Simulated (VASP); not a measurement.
# Si2W in VASP: single point with r2SCAN

Aim: the single point of Si2W with r2SCAN.

Program: VASP 6.6.1. These are calculated values, not measurements. Logs are shortened: lines on timing, memory, paths and dates and some standing lists are left out, and cuts for length are marked.

## (1) The cell of the first run

The typed cell holds 6 atoms: a = 3.212 Å, b = 3.213 Å, c = 7.803 Å, α = 90.00°, β = 90.00°, γ = 90.00°.

## (2) Single point, r2SCAN

Contents of POSCAR:

```
Si2W
1.0
   -0.0000153807     -3.2121382565     -0.0000099828
   -3.2127285231     -0.0000153807      0.0000247167
    0.0000600707     -0.0000242619     -7.8026214124
Si W
4 2
Direct
   -0.0000746417      0.0000083734      0.6649932264
    0.5000939897      0.4999778843      0.1650231320
   -0.0000337431      0.0000211812      0.3349720576
    0.5000276918      0.4999705578      0.8350136126
    0.5000053445      0.5000280721      0.4999827273
    0.9999813587      0.9999939312      0.0000152441
```

Contents of INCAR.step1:

```
SYSTEM = Si2W
PREC = Accurate
ENCUT = 520
ISMEAR = 0
SIGMA = 0.15
LREAL = .False.
LASPH = .True.
NELM = 100
NBANDS = 31
GGA = PE
ALGO = Normal
EDIFF = 1E-4
LWAVE = .True.
LCHARG = .False.
```

Contents of INCAR.step2:

```
SYSTEM = Si2W
PREC = Accurate
ENCUT = 520
EDIFF = 1E-7
ISMEAR = 0
SIGMA = 0.15
LREAL = .False.
LASPH = .True.
NELM = 100
ALGO = Normal
ISIF = 2
LWAVE = .False.
LCHARG = .False.
METAGGA = R2SCAN
LMIXTAU = .True.
NBANDS = 31
ISTART = 1
```

Contents of KPOINTS:

```
regular mesh
0
Gamma
  10 10 6
  0 0 0
```

Potentials or basis: VASP PAW PBE potentials, release 64 (Si, W_sv).

Launch:

```console
> cat potpaw_PBE.64/Si/POTCAR potpaw_PBE.64/W_sv/POTCAR > POTCAR
> cp INCAR.step1 INCAR
> mpirun -np 1 vasp_std > vasp.out
> cp INCAR.step2 INCAR
> mpirun -np 1 vasp_std > vasp.out
```

OUTCAR:

```text
SYSTEM = Si2W
   PREC = Accurate
   ENCUT = 520
   EDIFF = 1E-7
   ISMEAR = 0
   LREAL = .False.
   LASPH = .True.
   NELM = 100
   ISIF = 2
   METAGGA = R2SCAN
   ISTART = 1

 ion  position               nearest neighbor table
   1  1.000  0.000  0.665-   3 2.58   5 2.61   5 2.61   5 2.61   5 2.61   6 2.61   4 2.63   4 2.63
                             4 2.63   4 2.63
   2  0.500  0.500  0.165-   4 2.57   6 2.61   6 2.61   6 2.61   6 2.61   5 2.61   3 2.63   3 2.63
                             3 2.63   3 2.63
   3  1.000  0.000  0.335-   1 2.58   5 2.61   5 2.61   5 2.61   5 2.61   6 2.61   2 2.63   2 2.63
                             2 2.63   2 2.63
   4  0.500  0.500  0.835-   2 2.57   6 2.61   6 2.61   6 2.61   6 2.61   5 2.61   1 2.63   1 2.63
                             1 2.63   1 2.63
   5  0.500  0.500  0.500-   1 2.61   1 2.61   3 2.61   3 2.61   3 2.61   1 2.61   3 2.61   1 2.61
                             2 2.61   4 2.61
   6  1.000  1.000  0.000-   2 2.61   2 2.61   4 2.61   4 2.61   4 2.61   4 2.61   2 2.61   2 2.61
                             3 2.61   1 2.61

  LATTYP: Found a simple orthorhombic cell.
 ALAT       =     3.2121382566
 B/A-ratio  =     1.0001837613
 C/A-ratio  =     2.4291050974

  Lattice vectors:

 A1 = (  -0.0000153807,  -3.2121382565,  -0.0000099828)
 A2 = (   3.2127285231,   0.0000153807,  -0.0000247167)
 A3 = (  -0.0000600707,   0.0000242619,   7.8026214124)

Analysis of symmetry for initial positions (statically):
=====================================================================
 Subroutine PRICEL returns:
 Original cell was already a primitive cell.

 Routine SETGRP: Setting up the symmetry group for a
 simple orthorhombic supercell.

 Subroutine GETGRP returns: Found  1 space group operations
 (whereof  1 operations were pure point group operations)
 out of a pool of  8 trial point group operations.

The static configuration has the point symmetry C_1 .

Analysis of symmetry for dynamics (positions and initial velocities):
=====================================================================
 Subroutine PRICEL returns:
 Original cell was already a primitive cell.

 Routine SETGRP: Setting up the symmetry group for a
 simple orthorhombic supercell.

 Subroutine GETGRP returns: Found  1 space group operations
 (whereof  1 operations were pure point group operations)
 out of a pool of  8 trial point group operations.

The dynamic configuration has the point symmetry C_1 .

 Subroutine INISYM returns: Found  1 space group operations
 (whereof  1 operations are pure point group operations),
 and found     1 'primitive' translations

----------------------------------------------------------------------------------------

                                     Primitive cell

  volume of cell :      80.5209

  direct lattice vectors                    reciprocal lattice vectors
    -0.000015381 -3.212138256 -0.000009983     0.000001490 -0.311319103  0.000000968
    -3.212728523 -0.000015381  0.000024717    -0.311261905  0.000001490 -0.000002396
     0.000060071 -0.000024262 -7.802621412    -0.000000986  0.000000398 -0.128162056

  length of vectors
     3.212138257  3.212728523  7.802621413     0.311319103  0.311261905  0.128162056

  position of ions in fractional coordinates (direct lattice)
     0.999925358  0.000008373  0.664993226
     0.500093990  0.499977884  0.165023132
     0.999966257  0.000021181  0.334972058
     0.500027692  0.499970558  0.835013613
     0.500005345  0.500028072  0.499982727
     0.999981359  0.999993931  0.000015244

  ion indices of the primitive-cell ions
   primitive index   ion index
                 1           1
                 2           2
                 3           3
                 4           4
                 5           5
                 6           6

----------------------------------------------------------------------------------------

 KPOINTS: regular mesh

Automatic generation of k-mesh.
 Grid dimensions read from file:
 generate k-points for:   10   10    6

 Generating k-lattice:

  Cartesian coordinates                     Fractional coordinates (reciprocal lattice)
     0.000000149 -0.031131910  0.000000097     0.100000000  0.000000000  0.000000000
    -0.031126190  0.000000149 -0.000000240    -0.000000000  0.100000000  0.000000000
    -0.000000164  0.000000066 -0.021360343    -0.000000000 -0.000000000  0.166666667

  Length of vectors
     0.031131910  0.031126190  0.021360343

  Shift w.r.t. Gamma in fractional coordinates (k-lattice)
     0.000000000  0.000000000  0.000000000

 Subroutine IBZKPT returns following result:
 ===========================================

 Found    304 irreducible k-points:

 Following reciprocal coordinates:
            Coordinates               Weight
  0.000000  0.000000  0.000000      1.000000
  0.100000  0.000000 -0.000000      2.000000
  0.200000  0.000000 -0.000000      2.000000
  0.300000  0.000000 -0.000000      2.000000
  0.400000  0.000000 -0.000000      2.000000
  0.500000  0.000000 -0.000000      1.000000
[... 16 lines left out ...]
  0.300000 -0.200000 -0.000000      2.000000
  0.400000  0.200000 -0.000000      2.000000
 [... further k-points ...]
   k-points           NKPTS =    304   k-points in BZ     NKDIM =    304   number of bands    NBANDS=     31
   number of dos      NEDOS =    301   number of ions     NIONS =      6
   total plane-waves  NPLWV =  34560
   dimension x,y,z NGX =    24 NGY =   24 NGZ =   60
   dimension x,y,z NGXF=    48 NGYF=   48 NGZF=  120
   ions per type =               4   2
   NGX,Y,Z   is equivalent  to a cutoff of  12.42, 12.42, 12.78 a.u.
   NGXF,Y,Z  is equivalent  to a cutoff of  24.84, 24.84, 25.57 a.u.
 SYSTEM =  Si2W
   PREC   = accura    normal or accurate (medium, high low for compatibility)
   ISTART =      1    job   : 0-new  1-cont  2-samecut
   ICHARG =      0    charge: 1-file 2-atom 10-const
   ISPIN  =      1    spin polarized calculation?
   LNONCOLLINEAR =      F non collinear calculations
   LSORBIT =      F    spin-orbit coupling
   LASPH  =      T    aspherical Exc in radial PAW
   ENCUT  =  520.0 eV  38.22 Ry    6.18 a.u.   5.97  5.97 14.51*2*pi/ulx,y,z
   NELM   =    100;   NELMIN=  2; NELMDL=  0     # of ELM steps
   EDIFF  = 0.1E-06   stopping-criterion for ELM
   LREAL  =      F    real-space projection
   EDIFFG = 0.1E-05   stopping-criterion for IOM
   NSW    =      0    number of steps for IOM
   IBRION =     -1    ionic relax: 0-MD 1-quasi-New 2-CG
   NFREE  =      0    steps in history (QN), initial steepest desc. (CG)
   ISIF   =      2    stress and relaxation
   ISYM   =      2    0-nonsym 1-usesym 2-fastsym
   POTIM  = 0.5000    time-step for ionic-motion
   TEBEG  =    0.0;   TEEND  =   0.0 temperature during run
   PSTRESS=    0.0 pullay stress
   NELECT =      44.0000    total number of electrons
   NUPDOWN=      -1.0000    fix difference up-down
   EMIN   =  10.00;   EMAX   =-10.00  energy-range for DOS
   EFERMI =   0.00;   METHOD = LEGACY
   ISMEAR =     0;   SIGMA  =   0.15  broadening in eV -4-tet -1-fermi 0-gaus
   EFERMI_NEDOS =   21; number of points for ismear=-14 and -15
   IALGO  =     38    algorithm
   IMIX   =      4    mixing-type and parameters
     AMIX     =   0.40;   BMIX     =  1.00
     AMIX_MAG =   1.60;   BMIX_MAG =  1.00
  volume/ion in A,a.u.               =      13.42        90.56
  Fermi-wavevector in a.u.,A,eV,Ry     =   1.338411  2.529230 24.372710  1.791344
  Thomas-Fermi vector in A             =   2.466883
   LORBIT       =      0    0 simple, 1 ext, 2 COOP (PROOUT), +10 PAW based schemes
   METAGGA = R2SCAN    functional components
   LHFCALC =     F    Hartree Fock is set to
   AEXX    =    0.0000 exact exchange contribution
   IVDW    =     0    specifies the selected vdW correction
   LEPSILON=     F    determine dielectric tensor
   LRPA    =     F    only Hartree local field effects (RPA)
 non-spin polarized calculation
 Gauss-broadening in eV      SIGMA  =   0.15
  energy-cutoff  :      520.00
  volume of cell :       80.52
 maximum number of plane-waves:      2196
 NGX is ok and might be reduce to    24
   NGX = 11   NGY = 11   NGZ = 29

 number of electron      44.0000000 magnetization

 Free energy of the ion-electron system (eV)
  ---------------------------------------------------
  ext. energy  EPLUGINS =         0.00000000
  ---------------------------------------------------
  free energy    TOTEN  =      -139.62881355 eV

  energy without entropy =     -139.62088726  energy(sigma->0) =     -139.62485040

 E-fermi :  11.9650     XC(G=0): -13.5255

 val. band max:       11.9131636617   @ k =   0.0000   0.1000   0.5000
 cond. band min:      12.0007284928   @ k =   0.1000   0.2000   0.0000
 fundamental gap:      0.0875648311
 Fermi energy:        11.9650017312

 k-point     1 :       0.0000    0.0000    0.0000
  band No.  band energies     occupation
      1     -63.7531      2.00000
      2     -63.7529      2.00000
      3     -27.4094      2.00000
      4     -27.3883      2.00000
      5     -27.3581      2.00000
      6     -27.3576      2.00000
[... 23 lines left out ...]
     30      16.9829      0.00000
     31      17.5529      0.00000

 k-point     2 :       0.1000    0.0000   -0.0000
  band No.  band energies     occupation
      1     -63.7523      2.00000
      2     -63.7521      2.00000
      3     -27.4062      2.00000
      4     -27.3861      2.00000
      5     -27.3806      2.00000
      6     -27.3792      2.00000
[... 23 lines left out ...]
     30      17.2285      0.00000
     31      17.8874      0.00000

 k-point     3 :       0.2000    0.0000   -0.0000
  band No.  band energies     occupation
      1     -63.7501      2.00000
      2     -63.7499      2.00000
      3     -27.4405      2.00000
      4     -27.4394      2.00000
      5     -27.3975      2.00000
      6     -27.3805      2.00000
[... 23 lines left out ...]
     30      17.7076      0.00000
     31      17.8748      0.00000

 k-point     4 :       0.3000    0.0000   -0.0000
  band No.  band energies     occupation
      1     -63.7473      2.00000
      2     -63.7472      2.00000
      3     -27.5137      2.00000
      4     -27.5129      2.00000
      5     -27.3863      2.00000
      6     -27.3740      2.00000
[... 23 lines left out ...]
     30      17.6414      0.00000
     31      18.0614      0.00000

 k-point     5 :       0.4000    0.0000   -0.0000
  band No.  band energies     occupation
      1     -63.7450      2.00000
      2     -63.7450      2.00000
      3     -27.5722      2.00000
      4     -27.5718      2.00000
      5     -27.3762      2.00000
      6     -27.3697      2.00000
[... 23 lines left out ...]
     30      16.8573      0.00000
     31      17.0493      0.00000
[... 542 lines left out ...]
     30      16.5832      0.00000
     31      17.7722      0.00000

 k-point    22 :       0.3000    0.2000    0.0000
  band No.  band energies     occupation
      1     -63.7443      2.00000
      2     -63.7442      2.00000
      3     -27.5029      2.00000
      4     -27.5024      2.00000
      5     -27.4225      2.00000
      6     -27.4217      2.00000
[... 23 lines left out ...]
     30      16.9784      0.00000
     31      17.2983      0.00000

 k-point    23 :       0.3000   -0.2000   -0.0000
  band No.  band energies     occupation
      1     -63.7443      2.00000
      2     -63.7442      2.00000
      3     -27.5029      2.00000
      4     -27.5024      2.00000
      5     -27.4225      2.00000
      6     -27.4217      2.00000
[... 23 lines left out ...]
     30      16.9783      0.00000
     31      17.2982      0.00000

 k-point    24 :       0.4000    0.2000   -0.0000
  band No.  band energies     occupation
      1     -63.7421      2.00000
      2     -63.7420      2.00000
      3     -27.5604      2.00000
      4     -27.5601      2.00000
      5     -27.4155      2.00000
      6     -27.4151      2.00000
[... 23 lines left out ...]
     30      16.8789      0.00000
     31      17.4335      0.00000

 [... further k-points ...]

------------------------ aborting loop because EDIFF is reached ----------------------------------------

  FORCE on cell =-STRESS in cart. coord.  units (eV):
  Direction    XX          YY          ZZ          XY          YZ          ZX
  --------------------------------------------------------------------------------------
  -------------------------------------------------------------------------------------
  Total        0.1403845      0.1684584      0.0304234     -0.0010113     -0.0008186      0.0017320
  in kB        2.7933221      3.3519266      0.6053547     -0.0201226     -0.0162891      0.0344624
  external PRESSURE =       2.2502012 kB  Pullay stress =       0.0000000 kB

 VOLUME and BASIS-vectors are now :
 -----------------------------------------------------------------------------
  energy-cutoff  :      520.00
  volume of cell :       80.52
      direct lattice vectors                 reciprocal lattice vectors
    -0.000015381 -3.212138256 -0.000009983     0.000001490 -0.311319103  0.000000968
    -3.212728523 -0.000015381  0.000024717    -0.311261905  0.000001490 -0.000002396
     0.000060071 -0.000024262 -7.802621412    -0.000000986  0.000000398 -0.128162056

 POSITION                                       TOTAL-FORCE (eV/Angst)
 -----------------------------------------------------------------------------------
     -0.00000     -3.21191     -5.18870         0.000001     -0.002126     -0.010400
     -1.60629     -1.60638     -1.28761        -0.000744      0.002987     -0.008349
     -0.00006     -3.21204     -2.61367         0.000375     -0.001468      0.007623
     -1.60623     -1.60619     -6.51529        -0.000808      0.001316      0.011484
     -1.60643     -1.60611     -3.90117         0.001085      0.001441     -0.003065
     -3.21272     -3.21209     -0.00010         0.000090     -0.002150      0.002706
 -----------------------------------------------------------------------------------
    total drift:                               -0.000002      0.000001      0.000000

  FREE ENERGIE OF THE ION-ELECTRON SYSTEM (eV)
  ---------------------------------------------------
  free  energy   TOTEN  =      -139.6288135480 eV

  energy  without entropy=     -139.6208872589  energy(sigma->0) =     -139.62485040
```

Wall time 60 min (1 thread of Oxide Virtual Turin-like, shared host); peak memory 0.61 GiB.

What came out:

| Quantity | Value |
| --- | --- |
| Free energy | -139.6288 eV |
| Pressure | 0.2 GPa |
| Largest force | 0.012 eV/Å |
| Band gap on the k mesh | zero (bands 22 and 23 overlap by 1.33 eV) |

Forces in eV/Å, atoms in the order of the input:
```
Si   0.000 -0.002 -0.010
Si  -0.001  0.003 -0.008
Si   0.000 -0.001  0.008
Si  -0.001  0.001  0.011
W    0.001  0.001 -0.003
W    0.000 -0.002  0.003
```

Stress tensor (GPa, compression positive):
```
0.28 0.00 0.00
0.00 0.34 0.00
0.00 0.00 0.06
```

Levels at points of the mesh, in eV from the Fermi level:
| k point | band 20 | band 21 | band 22 | band 23 | band 24 | band 25 |
| --- | --- | --- | --- | --- | --- | --- |
| (0.00, 0.00, 0.00) | -0.95 | -0.52 | -0.52 | 0.60 | 0.79 | 3.05 |
| (0.50, 0.00, 0.00) | -2.78 | -0.76 | -0.76 | 2.34 | 2.34 | 3.27 |
| (0.00, 0.50, 0.00) | -2.78 | -0.76 | -0.76 | 2.34 | 2.34 | 3.27 |
| (0.50, 0.50, 0.00) | -3.45 | -1.99 | -1.99 | 3.09 | 3.09 | 3.30 |
| (0.00, 0.00, 0.50) | -2.44 | 0.70 | 0.70 | 1.62 | 1.62 | 1.62 |
| (0.50, 0.00, 0.50) | -2.86 | -0.48 | -0.48 | 2.94 | 2.94 | 3.01 |
| (0.00, 0.50, 0.50) | -2.86 | -0.48 | -0.48 | 2.95 | 2.95 | 3.01 |
| (0.50, 0.50, 0.50) | -2.64 | -2.64 | -2.64 | 0.31 | 0.31 | 3.30 |

Caveat: the PAW data sets were made with another functional, which shifts forces and pressure a little; spin-orbit coupling is left out, which moves the levels of the heavy elements.
